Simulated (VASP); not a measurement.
# KI (I4mm) in VASP: further runs

The runs below take KI through single point, with LDA.

Everything below comes from runs of VASP 6.6.1. Logs are shortened: lines on timing, memory, paths and dates and some standing lists are left out, and cuts for length are marked.

**1. The cell of the first run**

The structure is tetragonal, space group I4mm (No. 107). Conventional cell: a = 4.760 Å, b = 4.760 Å, c = 6.822 Å, α = 90.00°, β = 90.00°, γ = 90.00°. K (site symmetry 4mm) has 6 I at 3.02 to 3.80 Å within 4.0 Å. I (site symmetry 4mm) has 6 K at 3.02 to 3.80 Å within 4.0 Å.

**2. Single point, LDA (atoms displaced along a vibrational mode, the cell strained)**

INCAR reads:

```
  PREC = Accurate
  ENCUT = 520
  EDIFF = 1E-7
  ISMEAR = 0
  SIGMA = 0.05
  LREAL = False
  LASPH = True
  NELM = 60
  ALGO = Normal
  ISIF = 2
  LWAVE = False
  LCHARG = False
  NBANDS = 15
```

KPOINTS reads:

```
Automatic mesh
0
Gamma
  6 6 6
```

POSCAR reads:

```
KI
1.0
    0.0000000000      3.3655656014      3.4109309835
    3.3655656014      0.0000000000      3.4109309835
    3.3655656014      3.3655656014      0.0000000000
K I
1 1
Direct
   -0.0434485484     -0.0434485484      0.0434485484
    0.5133861666      0.5133861666      0.4866138334
```

Potentials or basis: VASP PAW LDA potentials, release 64 (K_sv, I).

Command:

```console
cat potpaw_LDA.64/K_sv/POTCAR potpaw_LDA.64/I/POTCAR > POTCAR
mpirun -np 1 vasp_std > vasp.out
```

OUTCAR:

```text
PREC = Accurate
   ENCUT = 520
   EDIFF = 1E-7
   ISMEAR = 0
   LREAL = False
   LASPH = True
   NELM = 60
   ISIF = 2

 ion  position               nearest neighbor table
   1  0.957  0.957  0.043-   2 3.02   2 3.39   2 3.39   2 3.39   2 3.39
   2  0.513  0.513  0.487-   1 3.02   1 3.39   1 3.39   1 3.39   1 3.39

  LATTYP: Found a body centered tetragonal cell.
 ALAT       =     4.7596285186
 C/A-ratio  =     1.4332761350

  Lattice vectors:

 A1 = (  -3.3655656014,   0.0000000000,   3.4109309835)
 A2 = (   3.3655656014,   0.0000000000,   3.4109309835)
 A3 = (   0.0000000000,   3.3655656014,  -3.4109309835)

Analysis of symmetry for initial positions (statically):
=====================================================================
 Subroutine PRICEL returns:
 Original cell was already a primitive cell.

 Routine SETGRP: Setting up the symmetry group for a
 body centered tetragonal supercell.

 Subroutine GETGRP returns: Found  8 space group operations
 (whereof  8 operations were pure point group operations)
 out of a pool of 16 trial point group operations.

The static configuration has the point symmetry C_4v.

Analysis of symmetry for dynamics (positions and initial velocities):
=====================================================================
 Subroutine PRICEL returns:
 Original cell was already a primitive cell.

 Routine SETGRP: Setting up the symmetry group for a
 body centered tetragonal supercell.

 Subroutine GETGRP returns: Found  8 space group operations
 (whereof  8 operations were pure point group operations)
 out of a pool of 16 trial point group operations.

The dynamic configuration has the point symmetry C_4v.

 Subroutine INISYM returns: Found  8 space group operations
 (whereof  8 operations are pure point group operations),
 and found     1 'primitive' translations

----------------------------------------------------------------------------------------

                                     Primitive cell

  volume of cell :      77.2714

  direct lattice vectors                    reciprocal lattice vectors
     0.000000000  3.365565601  3.410930984    -0.148563439  0.148563439  0.146587545
     3.365565601  0.000000000  3.410930984     0.148563439 -0.148563439  0.146587545
     3.365565601  3.365565601  0.000000000     0.148563439  0.148563439 -0.146587545

  length of vectors
     4.791814061  4.791814061  4.759628519     0.256183722  0.256183722  0.256183722

  position of ions in fractional coordinates (direct lattice)
     0.956551452  0.956551452  0.043448548
     0.513386167  0.513386167  0.486613833

  ion indices of the primitive-cell ions
   primitive index   ion index
                 1           1
                 2           2

----------------------------------------------------------------------------------------

 KPOINTS: Automatic mesh

Automatic generation of k-mesh.
 Grid dimensions read from file:
 generate k-points for:    6    6    6

 Generating k-lattice:

  Cartesian coordinates                     Fractional coordinates (reciprocal lattice)
    -0.024760573  0.024760573  0.024431258     0.166666667  0.000000000  0.000000000
     0.024760573 -0.024760573  0.024431258     0.000000000  0.166666667  0.000000000
     0.024760573  0.024760573 -0.024431258    -0.000000000 -0.000000000  0.166666667

  Length of vectors
     0.042697287  0.042697287  0.042697287

  Shift w.r.t. Gamma in fractional coordinates (k-lattice)
     0.000000000  0.000000000  0.000000000

 Subroutine IBZKPT returns following result:
 ===========================================

 Found     30 irreducible k-points:

 Following reciprocal coordinates:
            Coordinates               Weight
  0.000000  0.000000  0.000000      1.000000
  0.166667  0.000000  0.000000      8.000000
  0.333333 -0.000000  0.000000      8.000000
  0.500000 -0.000000  0.000000      4.000000
  0.166667  0.166667  0.000000      2.000000
  0.333333  0.166667  0.000000      8.000000
[... 16 lines left out ...]
  0.333333  0.000000  0.333333      4.000000
  0.500000  0.000000  0.333333     16.000000
 [... further k-points ...]
   k-points           NKPTS =     30   k-points in BZ     NKDIM =     30   number of bands    NBANDS=     15
   number of dos      NEDOS =    301   number of ions     NIONS =      2
   total plane-waves  NPLWV =  46656
   dimension x,y,z NGX =    36 NGY =   36 NGZ =   36
   dimension x,y,z NGXF=    72 NGYF=   72 NGZF=   72
   ions per type =               1   1
   NGX,Y,Z   is equivalent  to a cutoff of  12.49, 12.49, 12.57 a.u.
   NGXF,Y,Z  is equivalent  to a cutoff of  24.98, 24.98, 25.15 a.u.
 SYSTEM =  unknown system
   PREC   = accura    normal or accurate (medium, high low for compatibility)
   ISTART =      0    job   : 0-new  1-cont  2-samecut
   ICHARG =      2    charge: 1-file 2-atom 10-const
   ISPIN  =      1    spin polarized calculation?
   LNONCOLLINEAR =      F non collinear calculations
   LSORBIT =      F    spin-orbit coupling
   LASPH  =      T    aspherical Exc in radial PAW
   ENCUT  =  520.0 eV  38.22 Ry    6.18 a.u.   8.91  8.91  8.85*2*pi/ulx,y,z
   NELM   =     60;   NELMIN=  2; NELMDL= -5     # of ELM steps
   EDIFF  = 0.1E-06   stopping-criterion for ELM
   LREAL  =      F    real-space projection
   EDIFFG = 0.1E-05   stopping-criterion for IOM
   NSW    =      0    number of steps for IOM
   IBRION =     -1    ionic relax: 0-MD 1-quasi-New 2-CG
   NFREE  =      0    steps in history (QN), initial steepest desc. (CG)
   ISIF   =      2    stress and relaxation
   ISYM   =      2    0-nonsym 1-usesym 2-fastsym
   POTIM  = 0.5000    time-step for ionic-motion
   TEBEG  =    0.0;   TEEND  =   0.0 temperature during run
   PSTRESS=    0.0 pullay stress
   NELECT =      16.0000    total number of electrons
   NUPDOWN=      -1.0000    fix difference up-down
   EMIN   =  10.00;   EMAX   =-10.00  energy-range for DOS
   EFERMI =   0.00;   METHOD = LEGACY
   ISMEAR =     0;   SIGMA  =   0.05  broadening in eV -4-tet -1-fermi 0-gaus
   EFERMI_NEDOS =   21; number of points for ismear=-14 and -15
   IALGO  =     38    algorithm
   IMIX   =      4    mixing-type and parameters
     AMIX     =   0.40;   BMIX     =  1.00
     AMIX_MAG =   1.60;   BMIX_MAG =  1.00
  volume/ion in A,a.u.               =      38.64       260.73
  Fermi-wavevector in a.u.,A,eV,Ry     =   0.968520  1.830237 12.762680  0.938030
  Thomas-Fermi vector in A             =   2.098496
   LORBIT       =      0    0 simple, 1 ext, 2 COOP (PROOUT), +10 PAW based schemes
   GGA     = CA    functional components
   LHFCALC =     F    Hartree Fock is set to
   AEXX    =    0.0000 exact exchange contribution
   IVDW    =     0    specifies the selected vdW correction
   LEPSILON=     F    determine dielectric tensor
   LRPA    =     F    only Hartree local field effects (RPA)
 non-spin polarized calculation
 Gauss-broadening in eV      SIGMA  =   0.05
  energy-cutoff  :      520.00
  volume of cell :       77.27
 maximum number of plane-waves:      2098
   NGX = 17   NGY = 17   NGZ = 17

 number of electron      16.0000001 magnetization

 Free energy of the ion-electron system (eV)
  ---------------------------------------------------
  ext. energy  EPLUGINS =         0.00000000
  ---------------------------------------------------
  free energy    TOTEN  =        -6.03089980 eV

  energy without entropy =       -6.03089980  energy(sigma->0) =       -6.03089980

 E-fermi :   0.3449     XC(G=0):  -8.1305

 val. band max:        0.0837336666   @ k =   0.0000   0.0000   0.0000
 cond. band min:       4.0688241526   @ k =   0.0000   0.0000   0.0000
 fundamental gap:      3.9850904860
 Fermi energy:         0.3448981576

 k-point     1 :       0.0000    0.0000    0.0000
  band No.  band energies     occupation
      1     -27.7965      2.00000
      2     -11.6457      2.00000
      3     -11.5405      2.00000
      4     -11.5405      2.00000
      5     -10.6063      2.00000
      6       0.0808      2.00000
      7       0.0808      2.00000
      8       0.0837      2.00000
      9       4.0688      0.00000
     10       6.3477      0.00000
     11       6.4904      0.00000
     12       6.4904      0.00000
     13       7.2609      0.00000
     14       7.4593      0.00000
     15       9.5348      0.00000

 k-point     2 :       0.1667    0.0000    0.0000
  band No.  band energies     occupation
      1     -27.7952      2.00000
      2     -11.7347      2.00000
      3     -11.5626      2.00000
      4     -11.5417      2.00000
      5     -10.4504      2.00000
      6      -0.4644      2.00000
      7      -0.0319      2.00000
      8      -0.0162      2.00000
      9       4.7726      0.00000
     10       6.2644      0.00000
     11       6.6794      0.00000
     12       6.6959      0.00000
     13       7.7603      0.00000
     14       7.9754      0.00000
     15      10.5299      0.00000

 k-point     3 :       0.3333   -0.0000    0.0000
  band No.  band energies     occupation
      1     -27.7926      2.00000
      2     -11.8907      2.00000
      3     -11.5728      2.00000
      4     -11.5439      2.00000
      5     -10.1902      2.00000
      6      -1.2528      2.00000
      7      -0.2399      2.00000
      8      -0.2219      2.00000
      9       5.3481      0.00000
     10       7.0764      0.00000
     11       7.3858      0.00000
     12       7.4426      0.00000
     13       8.7964      0.00000
     14       9.0521      0.00000
     15      10.0006      0.00000

 k-point     4 :       0.5000   -0.0000    0.0000
  band No.  band energies     occupation
      1     -27.7912      2.00000
      2     -11.9558      2.00000
      3     -11.5753      2.00000
      4     -11.5450      2.00000
      5     -10.0734      2.00000
      6      -1.5765      2.00000
      7      -0.3364      2.00000
      8      -0.3177      2.00000
      9       5.4548      0.00000
     10       7.5580      0.00000
     11       8.2355      0.00000
     12       8.3667      0.00000
     13       8.7450      0.00000
     14       9.1820      0.00000
     15       9.8177      0.00000
[... 307 lines left out ...]
 k-point    22 :      -0.3333    0.5000    0.1667
  band No.  band energies     occupation
      1     -27.7895      2.00000
      2     -11.8164      2.00000
      3     -11.5991      2.00000
      4     -11.5911      2.00000
      5     -10.2380      2.00000
      6      -0.9233      2.00000
      7      -0.5828      2.00000
      8      -0.5711      2.00000
      9       5.4755      0.00000
     10       6.4352      0.00000
     11       7.3407      0.00000
     12       8.6935      0.00000
     13       8.8331      0.00000
     14       9.7090      0.00000
     15      10.7216      0.00000

 k-point    23 :       0.3333    0.0000    0.3333
  band No.  band energies     occupation
      1     -27.7913      2.00000
      2     -11.7593      2.00000
      3     -11.6100      2.00000
      4     -11.5676      2.00000
      5     -10.3197      2.00000
      6      -1.0849      2.00000
      7      -0.3256      2.00000
      8      -0.2232      2.00000
      9       5.0117      0.00000
     10       5.8827      0.00000
     11       7.8040      0.00000
     12       8.3893      0.00000
     13       9.0102      0.00000
     14       9.1041      0.00000
     15      10.1873      0.00000

 k-point    24 :       0.5000    0.0000    0.3333
  band No.  band energies     occupation
      1     -27.7900      2.00000
      2     -11.7729      2.00000
      3     -11.6163      2.00000
      4     -11.5771      2.00000
      5     -10.2812      2.00000
      6      -1.0988      2.00000
      7      -0.5788      2.00000
      8      -0.3338      2.00000
      9       5.1376      0.00000
     10       6.3966      0.00000
     11       8.0260      0.00000
     12       8.4048      0.00000
     13       9.2189      0.00000
     14       9.4391      0.00000
     15      10.0996      0.00000

 [... further k-points ...]
[... 5 lines left out ...]
  --------------------------------------------------------------------------------------
  -------------------------------------------------------------------------------------
  Total        0.1856446      0.1856446      1.7261227      0.0000000      0.0000000      0.0000000
  in kB        3.8492289      3.8492289     35.7901227      0.0000000      0.0000000      0.0000000
  external PRESSURE =      14.4961935 kB  Pullay stress =       0.0000000 kB

 VOLUME and BASIS-vectors are now :
 -----------------------------------------------------------------------------
  energy-cutoff  :      520.00
  volume of cell :       77.27
      direct lattice vectors                 reciprocal lattice vectors
     0.000000000  3.365565601  3.410930984    -0.148563439  0.148563439  0.146587545
     3.365565601  0.000000000  3.410930984     0.148563439 -0.148563439  0.146587545
     3.365565601  3.365565601  0.000000000     0.148563439  0.148563439 -0.146587545

 POSITION                                       TOTAL-FORCE (eV/Angst)
 -----------------------------------------------------------------------------------
      3.36557      3.36557      6.52546         0.000000      0.000000      0.800983
      3.36557      3.36557      3.50225         0.000000      0.000000     -0.800983
 -----------------------------------------------------------------------------------
    total drift:                               -0.000000     -0.000000      0.000331

  FREE ENERGIE OF THE ION-ELECTRON SYSTEM (eV)
  ---------------------------------------------------
  free  energy   TOTEN  =        -6.0308998014 eV

  energy  without entropy=       -6.0308998014  energy(sigma->0) =       -6.03089980
```

Run time: 50 s. Hardware: 1 thread of Intel Xeon 8259CL, shared host; peak memory 0.19 GiB.

What came out:

```yaml
Free_energy: -6.0309 eV
Pressure: 1.4 GPa
Largest_force: 0.801 eV/Å
Band_gap_on_the_k_mesh: 3.99 eV
```

Forces on the atoms (eV/Å):
```
K    0.000  0.000  0.801
I    0.000  0.000 -0.801
```

Stress tensor (GPa, compression positive):
```
0.38 0.00 0.00
0.00 0.38 0.00
0.00 0.00 3.58
```

Levels at points of the mesh, in eV from the valence-band top:
```
           k point  band 5  band 6  band 7  band 8  band 9  band 10  band 11  band 12
(0.00, 0.00, 0.00)  -10.69    0.00    0.00    0.00    3.99     6.26     6.41     6.41
(0.50, 0.00, 0.00)  -10.16   -1.66   -0.42   -0.40    5.37     7.47     8.15     8.28
(0.50, 0.50, 0.00)  -10.41   -1.16   -0.39   -0.39    4.50     5.81     7.96     8.19
(0.50, 0.00, 0.50)  -10.45   -1.20   -0.51   -0.39    4.65     5.79     8.16     9.00
```

Caveat: the cell differs from its parent crystal (atoms displaced along a vibrational mode, the cell strained); spin-orbit coupling is left out, which moves the levels of the heavy elements.

**3. Single point, LDA (atoms displaced along a vibrational mode, the cell strained)**

INCAR reads:

```
SYSTEM = KI
ALGO = Normal ; EDIFF = 1E-7
ENCUT = 520 ; ISIF = 2
ISMEAR = 0 ; LASPH = .TRUE.
LCHARG = .FALSE. ; LREAL = .FALSE.
LWAVE = .FALSE. ; NBANDS = 15
NELM = 60 ; PREC = Accurate
SIGMA = 0.05
```

KPOINTS reads:

```
k-points
0
G
  6 6 6
  0 0 0
```

POSCAR reads:

```
KI
1.0
    0.0000000000      3.3655656014      3.4109309835
    3.3655656014      0.0000000000      3.4109309835
    3.3655656014      3.3655656014      0.0000000000
K I
1 1
Direct
   -0.0724142474     -0.0724142474      0.0724142474
    0.5223102777      0.5223102777      0.4776897223
```

Potentials or basis: VASP PAW LDA potentials, release 64 (K_sv, I).

Command:

```console
cat potpaw_LDA.64/K_sv/POTCAR potpaw_LDA.64/I/POTCAR > POTCAR
mpirun -np 1 vasp_std > vasp.out
```

It took 47 s on 1 thread of Intel Xeon 8259CL, shared host; peak memory 0.19 GiB.

It converged, with:

| Item | Value |
| --- | --- |
| Free energy | -5.6688 eV |
| Pressure | 3.6 GPa |
| Largest force | 2.192 eV/Å |
| Band gap on the k mesh | 3.95 eV |

Forces in eV/Å, atoms in the order of the input:
```
K    0.000  0.000  2.192
I    0.000  0.000 -2.192
```

Stress tensor (GPa, compression positive):
```
-0.09  0.00  0.00
 0.00 -0.09  0.00
 0.00  0.00 11.07
```

Levels at points of the mesh, in eV from the valence-band top:
```csv
k point,band 6,band 7,band 8,band 9,band 10,band 11
"(0.00, 0.00, 0.00)",-0.10,-0.10,0.00,3.95,6.40,6.64
"(0.50, 0.00, 0.00)",-1.63,-0.41,-0.31,5.27,7.23,7.94
"(0.50, 0.50, 0.00)",-1.02,-0.38,-0.38,4.52,5.68,7.43
"(0.50, 0.00, 0.50)",-1.19,-0.65,-0.30,4.93,5.70,8.19
```

Caveat: the cell differs from its parent crystal (atoms displaced along a vibrational mode, the cell strained); the stress differs along the axes, from -0 to 11 GPa; spin-orbit coupling is left out, which moves the levels of the heavy elements; forces of over 1 eV/Å act on the atoms, so gaps and moduli don't describe the material at rest.
